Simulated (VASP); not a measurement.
Cu, 1 atom in the cell. It takes space group P2/m (No. 10, monoclinic). Conventional cell: a = 11.570 Å, b = 2.238 Å, c = 22.224 Å, α = 90.00°, β = 101.93°, γ = 90.00°. Cu (site symmetry 2/m) has 2 Cu at 2.24 Å within 3.0 Å. 

```yaml
Program: VASP 6.6.1
Task: single point
Functional: LDA
Potentials_or_basis: VASP PAW LDA potentials, release 64 (Cu)
Cutoff: 520 eV
k_mesh: 3 × 15 × 2
Occupations: fermi-dirac, width 0.05 eV
Spin: no spin polarisation
Dipole_correction: no
Further_INCAR_settings: ALGO = Normal; EDIFF = 1e-06; NBANDS = 12
```

Potentials or basis: VASP PAW LDA potentials, release 64 (Cu).

Command:

```bash
$ cat potpaw_LDA.64/Cu/POTCAR > POTCAR
$ mpirun -np 1 vasp_std > vasp.out
```

Hardware: 1 thread of AMD EPYC 9R45 96-Core Processor (Zen 5) (shared host).

Task: Estimate the wall time of this run.

Result: Run time: 2.9 min on 1 thread of AMD EPYC 9R45 96-Core Processor (Zen 5) (shared host), peak memory 0.51 GiB. Counts: scf iterations 22, k points 32.
